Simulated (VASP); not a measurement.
## AlCu3: single point with PBEsol

The system is AlCu3.

```
CELL_PARAMETERS angstrom
3.63187 0.00000 0.00000
0.00000 3.63187 0.00000
0.00000 0.00000 3.63187
ATOMIC_POSITIONS crystal
Al 0.00000 0.00000 0.00000
Cu 0.50000 0.50000 0.00000
Cu 0.50000 0.00000 0.50000
Cu 0.00000 0.50000 0.50000
```

```yaml
Program: VASP 6.6.1
Task: single point
Functional: PBEsol
Potentials_or_basis: VASP PAW PBE potentials, release 64 (Al, Cu)
Cutoff: 520 eV
k_mesh: 12 × 12 × 12
Occupations: gaussian, width 0.1 eV
Spin: no spin polarisation
Dipole_correction: no
Further_INCAR_settings: ALGO = Normal; EDIFF = 1e-07; NBANDS = 26
```

```
Pressure               : 0.6 GPa
Band gap on the k mesh : zero (band 18 reaches 12.44 eV, above the bottom of band 19 at 6.89 eV)
```

Levels at points of the mesh, in eV from the Fermi level:
```
           k point  band 15  band 16  band 17  band 18  band 19  band 20  band 21  band 22
(0.00, 0.00, 0.00)    -2.05    -2.05    -0.28    -0.28    -0.28     4.42     4.42     5.14
(0.50, 0.00, 0.00)    -2.88    -2.48    -2.05     3.82     3.82     3.92     3.92     4.80
(0.50, 0.50, 0.00)    -2.87    -2.75    -2.35    -1.20    -1.20     6.40     6.46     6.46
(0.50, 0.50, 0.50)    -2.96    -2.22    -2.22    -2.22    -1.45     1.36     1.79     1.79
```

Run time: 45 s on 1 thread of Intel(R) Xeon(R) 6975P-C (Granite Rapids) (shared host), peak memory 0.21 GiB.

Caveat: the PAW data sets were made with another functional, which shifts forces and pressure a little.
